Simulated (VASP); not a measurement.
Here is a VASP 6.6.1 calculation.

File INCAR:

```
ALGO = Normal ; EDIFF = 1E-6
ENCUT = 520 ; GGA = PS
ISIF = 2 ; ISMEAR = -1
LASPH = True ; LCHARG = True
LELF = True ; LREAL = False
LVHAR = True ; LWAVE = False
NBANDS = 28 ; NELM = 80
PREC = Accurate ; SIGMA = 0.1
```

The input KPOINTS:

```
k-points
0
Gamma
  9 9 12
```

File POSCAR:

```
W
1.0
    4.4966842549      0.0000000000      0.0000000000
   -2.2483421275      3.8942427976      0.0000000000
    0.0000000000      0.0000000000      2.5206628922
W
3
Direct
    0.0000000000      0.0000000000      0.0000000000
    0.3333333333      0.6666666667      0.5000000000
    0.6666666667      0.3333333333      0.5000000000
```

Potentials or basis: VASP PAW PBE potentials, release 64 (W_sv).

Run with:

```console
$ cat potpaw_PBE.64/W_sv/POTCAR > POTCAR
$ mpirun -np 1 vasp_std > vasp.out
```

**Question.** What does it give for the band gap on the k mesh?

**Answer.** Zero (band 21 reaches 12.80 eV, above the bottom of band 22 at 11.75 eV).

**Question.** Estimate the pressure.

**Answer.** 32.4 GPa.

Stress tensor (GPa, compression positive):
```
32.09  0.00  0.00
 0.00 32.09  0.00
 0.00  0.00 32.89
```

Caveat: the PAW data sets were made with another functional, which shifts forces and pressure a little; spin-orbit coupling is left out, which moves the levels of the heavy elements.
